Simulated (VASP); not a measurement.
Write the native input for VASP 6.6.1 that does the following.

```yaml
Task: single point
Functional: PBEsol
Potentials_or_basis: VASP PAW PBE potentials, release 64 (Mo_sv, W_sv)
Cutoff: 520 eV
k_mesh: 3 × 3 × 3
Occupations: gaussian, width 0.1 eV
Spin: no spin polarisation
Dipole_correction: no
Further_INCAR_settings: LREAL = Auto; ALGO = Normal; EDIFF = 1e-07; NBANDS = 118
```

The structure of MoW14 (a cell with a defect) lies in POSCAR:

```
MoW14
1.0
    6.3200000000      0.0000000000      0.0000000000
    0.0000000000      6.3200000000      0.0000000000
    0.0000000000      0.0000000000      6.3200000000
Mo W
1 14
Direct
   -0.0315637658      0.0310522152     -0.0319147152
    0.4960294304     -0.0032906646      0.0024281646
    0.0027781646      0.5034575949      0.0024275316
    0.0027780063     -0.0032897152      0.4956805380
    0.2486585443      0.2497132911      0.2483091772
    0.5029235759      0.4965642405     -0.0010966772
    0.5029237342      0.0002348101      0.5025732595
    0.7466594937      0.2528281646      0.2534525316
   -0.0007479430      0.4965640823      0.5025737342
    0.2478863924      0.7516006329      0.2475373418
    0.2538031646      0.2528291139      0.7463087025
    0.5043338608      0.4951550633      0.5039821203
    0.7497754747      0.7508295886      0.2483083861
    0.2486591772      0.7508283228      0.7494238924
    0.7466590190      0.7456851266      0.7463094937
```

The input as run:

INCAR

```
PREC     = Accurate       # precision mode
ENCUT    = 520            # plane-wave cutoff, eV
EDIFF    = 1E-7           # SCF threshold, eV
ISMEAR   = 0              # smearing method
SIGMA    = 0.1            # smearing width, eV
LREAL    = Auto         
LASPH    = True           # aspherical terms in the spheres
NELM     = 80             # most SCF steps
ALGO     = Normal         # electronic algorithm
ISIF     = 2              # what is computed and relaxed
LWAVE    = False          # write WAVECAR
LCHARG   = False          # write CHGCAR
GGA      = PS             # functional
NBANDS   = 118            # bands
```

KPOINTS

```
Automatic mesh
0
Gamma
  3 3 3
```

Potentials or basis: VASP PAW PBE potentials, release 64 (Mo_sv, W_sv).

Launch:

```bash
$ cat potpaw_PBE.64/Mo_sv/POTCAR potpaw_PBE.64/W_sv/POTCAR > POTCAR
$ mpirun -np 1 vasp_std > vasp.out
```

It gave:

```json
{
 "Pressure": "-8.2 GPa",
 "Largest force": "1.592 eV/Å",
 "Band gap on the k mesh": "zero (band 105 reaches 10.26 eV, above the bottom of band 106 at 10.11 eV)"
}
```

Caveat: the PAW data sets were made with another functional, which shifts forces and pressure a little; spin-orbit coupling is left out, which moves the levels of the heavy elements.

Wall time 7.4 min on 1 thread of Intel Xeon 6975P-C, on a shared host, peak memory 0.39 GiB.
